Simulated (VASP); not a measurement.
# Cu (Cmcm) in VASP: notebook

The runs below take Cu through single point, with PBEsol.

Everything below comes from runs of VASP 6.6.1. Logs are shortened: lines on timing, memory, paths and dates and some standing lists are left out, and cuts for length are marked.

## 1. The cell of the first run

It takes space group Cmcm (No. 63, orthorhombic). Conventional cell: a = 2.470 Å, b = 8.062 Å, c = 2.409 Å, α = 90.00°, β = 90.00°, γ = 90.00°. Within 3.2 Å of Cu (site symmetry m2m) lie 10 Cu at 2.41 to 2.55 Å.

## 2. Single point, PBEsol

File INCAR:

```
SYSTEM = Cu
PREC = Accurate
ENCUT = 520
EDIFF = 1E-7
ISMEAR = 0
SIGMA = 0.15
LREAL = .FALSE.
LASPH = .TRUE.
NELM = 100
ALGO = Fast
ISIF = 2
LWAVE = .FALSE.
LCHARG = .FALSE.
GGA = PS
NBANDS = 18
```

File KPOINTS:

```
regular mesh
0
G
  22 22 22
  0 0 0
```

File POSCAR:

```
Cu
1.0
    1.2351570478     -4.0308557117      0.0000000000
    1.2351570478      4.0308557117      0.0000000000
    0.0000000000      0.0000000000      2.4090342101
Cu
2
Direct
    0.1338666500      0.8661333500      0.2500000000
    0.8661333500      0.1338666500      0.7500000000
```

Potentials or basis: VASP PAW PBE potentials, release 64 (Cu).

Started as:

```sh
cat potpaw_PBE.64/Cu/POTCAR > POTCAR
mpirun -np 1 vasp_std > vasp.out
```

OUTCAR:

```text
SYSTEM = Cu
   PREC = Accurate
   ENCUT = 520
   EDIFF = 1E-7
   ISMEAR = 0
   LREAL = .FALSE.
   LASPH = .TRUE.
   NELM = 100
   ISIF = 2
   GGA = PS

 ion  position               nearest neighbor table
   1  0.134  0.866  0.250-   2 2.47   2 2.47   2 2.55   2 2.55   2 2.55   2 2.55
   2  0.866  0.134  0.750-   1 2.47   1 2.47   1 2.55   1 2.55   1 2.55   1 2.55

  LATTYP: Found a base centered orthorhombic cell.
 ALAT       =     2.4703140956
 B/A-ratio  =     3.2634357865
 C/A-ratio  =     0.9751934843

  Lattice vectors:

 A1 = (   1.2351570478,  -4.0308557117,   0.0000000000)
 A2 = (   1.2351570478,   4.0308557117,   0.0000000000)
 A3 = (   0.0000000000,   0.0000000000,   2.4090342101)

Analysis of symmetry for initial positions (statically):
=====================================================================
 Subroutine PRICEL returns:
 Original cell was already a primitive cell.

 Routine SETGRP: Setting up the symmetry group for a
 base centered orthorhombic supercell.

 Subroutine GETGRP returns: Found  8 space group operations
 (whereof  4 operations were pure point group operations)
 out of a pool of  8 trial point group operations.

The static configuration has the point symmetry C_2h.
 The point group associated with its full space group is D_2h.

Analysis of symmetry for dynamics (positions and initial velocities):
=====================================================================
 Subroutine PRICEL returns:
 Original cell was already a primitive cell.

 Routine SETGRP: Setting up the symmetry group for a
 base centered orthorhombic supercell.

 Subroutine GETGRP returns: Found  8 space group operations
 (whereof  4 operations were pure point group operations)
 out of a pool of  8 trial point group operations.

The dynamic configuration has the point symmetry C_2h.
 The point group associated with its full space group is D_2h.

 Subroutine INISYM returns: Found  8 space group operations
 (whereof  4 operations are pure point group operations),
 and found     1 'primitive' translations

----------------------------------------------------------------------------------------

                                     Primitive cell

  volume of cell :      23.9879

  direct lattice vectors                    reciprocal lattice vectors
     1.235157048 -4.030855712  0.000000000     0.404806823 -0.124043140  0.000000000
     1.235157048  4.030855712  0.000000000     0.404806823  0.124043140  0.000000000
     0.000000000  0.000000000  2.409034210     0.000000000  0.000000000  0.415104109

  length of vectors
[... 83 lines left out ...]
   LREAL  =      F    real-space projection
   EDIFFG = 0.1E-05   stopping-criterion for IOM
   NSW    =      0    number of steps for IOM
   IBRION =     -1    ionic relax: 0-MD 1-quasi-New 2-CG
   NFREE  =      0    steps in history (QN), initial steepest desc. (CG)
   ISIF   =      2    stress and relaxation
   ISYM   =      2    0-nonsym 1-usesym 2-fastsym
   POTIM  = 0.5000    time-step for ionic-motion
   TEBEG  =    0.0;   TEEND  =   0.0 temperature during run
   PSTRESS=    0.0 pullay stress
   NELECT =      22.0000    total number of electrons
   NUPDOWN=      -1.0000    fix difference up-down
   EMIN   =  10.00;   EMAX   =-10.00  energy-range for DOS
   EFERMI =   0.00;   METHOD = LEGACY
   ISMEAR =     0;   SIGMA  =   0.15  broadening in eV -4-tet -1-fermi 0-gaus
   EFERMI_NEDOS =   21; number of points for ismear=-14 and -15
   IALGO  =     68    algorithm
   IMIX   =      4    mixing-type and parameters
     AMIX     =   0.40;   BMIX     =  1.00
     AMIX_MAG =   1.60;   BMIX_MAG =  1.00
  volume/ion in A,a.u.               =      11.99        80.94
  Fermi-wavevector in a.u.,A,eV,Ry     =   1.590566  3.005733 34.421366  2.529899
  Thomas-Fermi vector in A             =   2.689241
   LORBIT       =      0    0 simple, 1 ext, 2 COOP (PROOUT), +10 PAW based schemes
   GGA     = PS    functional components
   LHFCALC =     F    Hartree Fock is set to
   AEXX    =    0.0000 exact exchange contribution
   IVDW    =     0    specifies the selected vdW correction
   LEPSILON=     F    determine dielectric tensor
   LRPA    =     F    only Hartree local field effects (RPA)
 non-spin polarized calculation
 RMM-DIIS sequential band-by-band and
 Gauss-broadening in eV      SIGMA  =   0.15
  energy-cutoff  :      520.00
  volume of cell :       23.99
 maximum number of plane-waves:       670
   NGX = 15   NGY = 15   NGZ =  9

 number of electron      22.0000007 magnetization

 Free energy of the ion-electron system (eV)
  ---------------------------------------------------
  ext. energy  EPLUGINS =         0.00000000
  ---------------------------------------------------
  free energy    TOTEN  =        -8.28704314 eV

  energy without entropy =       -8.28093149  energy(sigma->0) =       -8.28398732

 E-fermi :   7.1914     XC(G=0): -12.7811

 val. band max:        7.1902247248   @ k =  -0.3636   0.1364   0.0909
 cond. band min:       7.2013357834   @ k =  -0.4091   0.2273   0.4545
 fundamental gap:      0.0111110586
 Fermi energy:         7.1914441389

 k-point     1 :       0.0000    0.0000    0.0000
  band No.  band energies     occupation
      1      -2.0717      2.00000
      2       2.1782      2.00000
      3       3.0142      2.00000
      4       3.4659      2.00000
      5       4.2986      2.00000
      6       4.3496      2.00000
[... 481 lines left out ...]
      5       4.0709      2.00000
      6       4.5863      2.00000
[... 10 lines left out ...]
     17      29.1466      0.00000
     18      30.3308      0.00000

 [... further k-points ...]

------------------------ aborting loop because EDIFF is reached ----------------------------------------

  FORCE on cell =-STRESS in cart. coord.  units (eV):
  Direction    XX          YY          ZZ          XY          YZ          ZX
  --------------------------------------------------------------------------------------
  -------------------------------------------------------------------------------------
  Total       -0.6752011     -0.2980016      0.8436277      0.0000000      0.0000000      0.0000000
  in kB      -45.0973811    -19.9038383     56.3467700      0.0000000      0.0000000      0.0000000
  external PRESSURE =      -2.8848165 kB  Pullay stress =       0.0000000 kB

 VOLUME and BASIS-vectors are now :
 -----------------------------------------------------------------------------
  energy-cutoff  :      520.00
  volume of cell :       23.99
      direct lattice vectors                 reciprocal lattice vectors
     1.235157048 -4.030855712  0.000000000     0.404806823 -0.124043140  0.000000000
     1.235157048  4.030855712  0.000000000     0.404806823  0.124043140  0.000000000
     0.000000000  0.000000000  2.409034210     0.000000000  0.000000000  0.415104109

 POSITION                                       TOTAL-FORCE (eV/Angst)
 -----------------------------------------------------------------------------------
      1.23516      2.95166      0.60226         0.000000     -0.017903     -0.000000
      1.23516     -2.95166      1.80678         0.000000      0.017903      0.000000
 -----------------------------------------------------------------------------------
    total drift:                                0.000000      0.000000      0.000000

  FREE ENERGIE OF THE ION-ELECTRON SYSTEM (eV)
  ---------------------------------------------------
  free  energy   TOTEN  =        -8.2870431444 eV

  energy  without entropy=       -8.2809314927  energy(sigma->0) =       -8.28398732
```

OSZICAR:

```text
N       E                     dE             d eps       ncg     rms          rms(c)
DAV:   1     0.121099589926E+03    0.12110E+03   -0.10464E+04 61784   0.216E+03
DAV:   2    -0.424437319362E+01   -0.12534E+03   -0.11890E+03 57606   0.286E+02
DAV:   3    -0.103054534791E+02   -0.60611E+01   -0.58283E+01 64972   0.856E+01
DAV:   4    -0.103697476743E+02   -0.64294E-01   -0.64250E-01 68192   0.942E+00
DAV:   5    -0.103706152828E+02   -0.86761E-03   -0.86757E-03 71054   0.949E-01    0.118E+01
RMM:   6    -0.911733587890E+01    0.12533E+01   -0.12327E+01 66980   0.622E+01    0.677E+00
RMM:   7    -0.830656639445E+01    0.81077E+00   -0.22208E+00 66302   0.276E+01    0.138E+00
RMM:   8    -0.828833044680E+01    0.18236E-01   -0.62839E-02 70034   0.252E+00    0.244E-01
RMM:   9    -0.828695634099E+01    0.13741E-02   -0.11686E-02 71034   0.184E+00    0.407E-02
RMM:  10    -0.828705869733E+01   -0.10236E-03   -0.22280E-03 71031   0.661E-01    0.876E-02
RMM:  11    -0.828702006952E+01    0.38628E-04   -0.85057E-04 73297   0.320E-01    0.282E-02
RMM:  12    -0.828703497048E+01   -0.14901E-04   -0.28115E-04 76721   0.243E-01    0.513E-03
RMM:  13    -0.828704553685E+01   -0.10566E-04   -0.96129E-05 75191   0.980E-02    0.185E-02
RMM:  14    -0.828704166333E+01    0.38735E-05   -0.28057E-05 68890   0.829E-02    0.177E-03
RMM:  15    -0.828704295643E+01   -0.12931E-05   -0.12767E-05 71765   0.293E-02    0.222E-03
RMM:  16    -0.828704323047E+01   -0.27404E-06   -0.16214E-06 62368   0.125E-02    0.355E-03
RMM:  17    -0.828704314436E+01    0.86108E-07   -0.16798E-07 40052   0.657E-03
   1 F= -.82870431E+01 E0= -.82839873E+01  d E =-.611165E-02
```

Run time: 5.6 min. Hardware: 1 thread of Intel Xeon 6975P-C (Granite Rapids), shared host; peak memory 0.63 GiB.

Results:

```yaml
Free_energy: -8.2870 eV
Pressure: -0.3 GPa
Largest_force: 0.018 eV/Å
Band_gap_on_the_k_mesh: zero (band 11 reaches 11.28 eV, above the bottom of band 12 at 5.59 eV)
```

Forces in eV/Å, atoms in the order of the input:
```
Cu   0.000 -0.018  0.000
Cu   0.000  0.018  0.000
```

Caveat: the PAW data sets were made with another functional, which shifts forces and pressure a little.

## 3. Single point, PBEsol

This run uses another cell than the first one, of the same volume but with other edges.

File INCAR:

```
SYSTEM = Cu
PREC     = Accurate       ! precision mode
ENCUT    = 520            ! plane-wave cutoff, eV
EDIFF    = 1E-7           ! SCF threshold, eV
ISMEAR   = 0              ! smearing method
SIGMA    = 0.15           ! smearing width, eV
LREAL    = .FALSE.        ! projectors in reciprocal space
LASPH    = .TRUE.         ! aspherical terms in the spheres
NELM     = 60             ! most SCF steps
ALGO     = Fast           ! electronic algorithm
ISIF     = 2              ! what is computed and relaxed
LWAVE    = .FALSE.        ! write WAVECAR
LCHARG   = .FALSE.        ! write CHGCAR
GGA      = PS             ! functional
NBANDS   = 18             ! bands
```

File KPOINTS:

```
Automatic mesh
0
G
  22 22 22
  0 0 0
```

File POSCAR:

```
Cu
1.0
    1.1988076126     -3.9122316641      0.0000000000
    1.1988076126      3.9122316641      0.0000000000
    0.0000000000      0.0000000000      2.5573392528
Cu
2
Direct
    0.1338666500      0.8661333500      0.2500000000
    0.8661333500      0.1338666500      0.7500000000
```

Potentials or basis: VASP PAW PBE potentials, release 64 (Cu).

Started as:

```sh
cat potpaw_PBE.64/Cu/POTCAR > POTCAR
mpirun -np 1 vasp_std > vasp.out
```

OUTCAR:

```text
SYSTEM = Cu
   PREC = Accurate
   ENCUT = 520
   EDIFF = 1E-7
   ISMEAR = 0
   LREAL = .FALSE.
   LASPH = .TRUE.
   NELM = 60
   ISIF = 2
   GGA = PS

 ion  position               nearest neighbor table
   1  0.134  0.866  0.250-   2 2.45   2 2.45   2 2.52   2 2.52   2 2.52   2 2.52
   2  0.866  0.134  0.750-   1 2.45   1 2.45   1 2.52   1 2.52   1 2.52   1 2.52

  LATTYP: Found a base centered orthorhombic cell.
 ALAT       =     2.3976152252
 B/A-ratio  =     3.2634357865
 C/A-ratio  =     1.0666178734

  Lattice vectors:

[... 695 lines left out ...]

  FORCE on cell =-STRESS in cart. coord.  units (eV):
  Direction    XX          YY          ZZ          XY          YZ          ZX
  --------------------------------------------------------------------------------------
  -------------------------------------------------------------------------------------
  Total        0.6557513      0.0001738     -0.8607670      0.0000000      0.0000000      0.0000000
  in kB       43.7983095      0.0116084    -57.4915180      0.0000000      0.0000000      0.0000000
  external PRESSURE =      -4.5605334 kB  Pullay stress =       0.0000000 kB

 VOLUME and BASIS-vectors are now :
 -----------------------------------------------------------------------------
  energy-cutoff  :      520.00
  volume of cell :       23.99
      direct lattice vectors                 reciprocal lattice vectors
     1.198807613 -3.912231664  0.000000000     0.417081102 -0.127804293  0.000000000
     1.198807613  3.912231664  0.000000000     0.417081102  0.127804293  0.000000000
     0.000000000  0.000000000  2.557339253     0.000000000  0.000000000  0.391031420

 POSITION                                       TOTAL-FORCE (eV/Angst)
 -----------------------------------------------------------------------------------
      1.19881      2.86480      0.63933         0.000000      0.009663      0.000000
      1.19881     -2.86480      1.91800         0.000000     -0.009663     -0.000000
 -----------------------------------------------------------------------------------
    total drift:                                0.000000      0.000000      0.000000

  FREE ENERGIE OF THE ION-ELECTRON SYSTEM (eV)
  ---------------------------------------------------
  free  energy   TOTEN  =        -8.2854968130 eV

  energy  without entropy=       -8.2791353875  energy(sigma->0) =       -8.28231610
```

Run time: 11 min. Hardware: 1 thread of Intel Xeon 6975P-C (Granite Rapids), shared host; peak memory 0.63 GiB.

What came out:

```yaml
Free_energy: -8.2855 eV
Pressure: -0.5 GPa
Largest_force: 0.010 eV/Å
Band_gap_on_the_k_mesh: zero (band 11 reaches 11.12 eV, above the bottom of band 12 at 5.57 eV)
```

Forces in eV/Å, atoms in the order of the input:
```
Cu   0.000  0.010  0.000
Cu   0.000 -0.010  0.000
```

Stress tensor (GPa, compression positive):
```
 4.38  0.00  0.00
 0.00  0.00  0.00
 0.00  0.00 -5.75
```

Caveat: the PAW data sets were made with another functional, which shifts forces and pressure a little.

## 4. Single point, PBEsol

This run uses another cell than the first one, of the same volume but with other edges.

File INCAR:

```
SYSTEM = Cu
  ALGO = Fast
  EDIFF = 1E-6
  ENCUT = 520
  GGA = PS
  ISIF = 2
  ISMEAR = 0
  LASPH = .True.
  LCHARG = .False.
  LREAL = .False.
  LWAVE = .False.
  NBANDS = 18
  NELM = 80
  PREC = Accurate
  SIGMA = 0.15
```

File KPOINTS:

```
k-points
0
Gamma
  22 22 22
  0 0 0
```

File POSCAR:

```
Cu
1.0
    1.3125502211     -4.2834233631      0.0000000000
    1.3125502211      4.2834233631      0.0000000000
    0.0000000000      0.0000000000      2.1333173723
Cu
2
Direct
    0.1338666500      0.8661333500      0.2500000000
    0.8661333500      0.1338666500      0.7500000000
```

Potentials or basis: VASP PAW PBE potentials, release 64 (Cu).

Started as:

```sh
cat potpaw_PBE.64/Cu/POTCAR > POTCAR
mpirun -np 1 vasp_std > vasp.out
```

OUTCAR:

```text
SYSTEM = Cu
   EDIFF = 1E-6
   ENCUT = 520
   GGA = PS
   ISIF = 2
   ISMEAR = 0
   LASPH = .True.
   LREAL = .False.
   NELM = 80
   PREC = Accurate

 ion  position               nearest neighbor table
   1  0.134  0.866  0.250-   2 2.53   2 2.53   2 2.61   2 2.61   2 2.61   2 2.61
   2  0.866  0.134  0.750-   1 2.53   1 2.53   1 2.61   1 2.61   1 2.61   1 2.61

  LATTYP: Found a base centered orthorhombic cell.
 ALAT       =     2.6251004422
 B/A-ratio  =     3.2634357865
 C/A-ratio  =     0.8126612369

[... 698 lines left out ...]

  FORCE on cell =-STRESS in cart. coord.  units (eV):
  Direction    XX          YY          ZZ          XY          YZ          ZX
  --------------------------------------------------------------------------------------
  -------------------------------------------------------------------------------------
  Total       -2.4334865     -1.2858750      9.3175635      0.0000000      0.0000000      0.0000000
  in kB     -162.5350839    -85.8849251    622.3297276      0.0000000      0.0000000      0.0000000
  external PRESSURE =     124.6365729 kB  Pullay stress =       0.0000000 kB

 VOLUME and BASIS-vectors are now :
 -----------------------------------------------------------------------------
  energy-cutoff  :      520.00
  volume of cell :       23.99
      direct lattice vectors                 reciprocal lattice vectors
     1.312550221 -4.283423363  0.000000000     0.380937805 -0.116729064  0.000000000
     1.312550221  4.283423363  0.000000000     0.380937805  0.116729064  0.000000000
     0.000000000  0.000000000  2.133317372     0.000000000  0.000000000  0.468753507

 POSITION                                       TOTAL-FORCE (eV/Angst)
 -----------------------------------------------------------------------------------
      1.31255      3.13661      0.53333         0.000000     -0.091075      0.000000
      1.31255     -3.13661      1.59999         0.000000      0.091075     -0.000000
 -----------------------------------------------------------------------------------
    total drift:                                0.000000      0.000000      0.000000

  FREE ENERGIE OF THE ION-ELECTRON SYSTEM (eV)
  ---------------------------------------------------
  free  energy   TOTEN  =        -7.6002871818 eV

  energy  without entropy=       -7.5944300566  energy(sigma->0) =       -7.59735862
```

stdout:

```text
POSCAR found type information on POSCAR Cu
 POSCAR found :  1 types and       2 ions
 scaLAPACK will be used
 -----------------------------------------------------------------------------
|                                                                             |
|                                                                             |
|     You enforced a specific xc type in the INCAR file but a different       |
[... 20 lines left out ...]
WARNING in EDDRMM: call to ZHEGV failed, returncode =   6  3     17
WARNING in EDDRMM: call to ZHEGV failed, returncode =   6  3     15
WARNING in EDDRMM: call to ZHEGV failed, returncode =   8  4     15
WARNING in EDDRMM: call to ZHEGV failed, returncode =   6  3     17
WARNING in EDDRMM: call to ZHEGV failed, returncode =   6  3     18
WARNING in EDDRMM: call to ZHEGV failed, returncode =   6  3     18
WARNING in EDDRMM: call to ZHEGV failed, returncode =   6  3     16
```

Wall time 17 min (1 thread of Oxide Virtual Turin-like, shared host); peak memory 0.6 GiB.

Results:

```
Free energy            : -7.6003 eV
Pressure               : 12.5 GPa
Largest force          : 0.091 eV/Å
Band gap on the k mesh : zero (band 11 reaches 11.88 eV, above the bottom of band 12 at 5.53 eV)
```

Forces on the atoms (eV/Å):
```
Cu   0.000 -0.091  0.000
Cu   0.000  0.091  0.000
```

Caveat: the PAW data sets were made with another functional, which shifts forces and pressure a little.

## 5. Overview

```tsv
cell	further INCAR settings	gap on the mesh (eV)	pressure (GPa)	largest force (eV/Å)
a = 4.216, b = 4.216, c = 2.409 Å, angles 90.0, 90.0, 145.9°, 2 atoms	ALGO = Fast; EDIFF = 1e-07; NBANDS = 18	none	-0.3	0.02
a = 4.092, b = 4.092, c = 2.557 Å, angles 90.0, 90.0, 145.9°, 2 atoms	ALGO = Fast; EDIFF = 1e-07; NBANDS = 18	none	-0.5	0.01
a = 4.480, b = 4.480, c = 2.133 Å, angles 90.0, 90.0, 145.9°, 2 atoms	ALGO = Fast; EDIFF = 1e-06; NBANDS = 18	none	12.5	0.09
```

Alike in all rows: task single point; level PBEsol; potentials or basis VASP PAW PBE potentials, release 64 (Cu); no spin polarisation; k mesh 22 × 22 × 22; cutoff (eV) 520; smearing gaussian 0.15 eV.

Caveats: the PAW data sets were made with another functional, which shifts forces and pressure a little.

Absolute energies hang on the potentials; compare differences alone.
